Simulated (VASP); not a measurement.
Set up this calculation in VASP 6.6.1, as the native input.

```
Task                   : single point
Functional             : PBE
Potentials or basis    : VASP PAW PBE potentials, release 64 (Si)
Cutoff                 : 520 eV
k mesh                 : 10 × 10 × 10
Occupations            : gaussian, width 0.05 eV
Spin                   : no spin polarisation
Dipole correction      : no
Further INCAR settings : ALGO = Normal; EDIFF = 1e-06; NBANDS = 16
```

The structure of Si lies in POSCAR:

```
Si
1.0
   -3.3178148769      3.3178148769      1.9143955111
    3.3178148769     -3.3178148769      1.9143955111
    3.3178148769      3.3178148769     -1.9143955111
Si
4
Direct
    0.1543670534      0.1543670534      0.3572210152
    0.7971460381      0.7971460381      0.6427789848
    0.2028539619      0.8456329466      0.0000000000
    0.8456329466      0.2028539619      0.0000000000
```

This cell differs from its parent crystal: atoms displaced along a vibrational mode, the cell strained.

One way to write it, as run:

INCAR

```
PREC     = Accurate       # precision mode
ENCUT    = 520            # plane-wave cutoff, eV
EDIFF    = 1E-6           # SCF threshold, eV
ISMEAR   = 0              # smearing method
SIGMA    = 0.05           # smearing width, eV
LREAL    = False          # projectors in reciprocal space
LASPH    = True           # aspherical terms in the spheres
NELM     = 60             # most SCF steps
ALGO     = Normal         # electronic algorithm
ISIF     = 2              # what is computed and relaxed
LWAVE    = False          # write WAVECAR
LCHARG   = True           # write CHGCAR
GGA      = PE             # functional
LELF     = True           # ELF
LVHAR    = True         
NBANDS   = 16             # bands
```

KPOINTS

```
Automatic mesh
0
Gamma
  10 10 10
```

Potentials or basis: VASP PAW PBE potentials, release 64 (Si).

Command:

```console
$ cat potpaw_PBE.64/Si/POTCAR > POTCAR
$ mpirun -np 1 vasp_std > vasp.out
```

It gave:

```yaml
Pressure: 1.8 GPa
Largest_force: 0.204 eV/Å
Band_gap_on_the_k_mesh: 0.28 eV (least direct gap 0.59 eV)
```

Caveat: the cell differs from its parent crystal (atoms displaced along a vibrational mode, the cell strained).

It took 2.6 min on 1 thread of Intel Xeon 8259CL (shared host), peak memory 0.28 GiB.
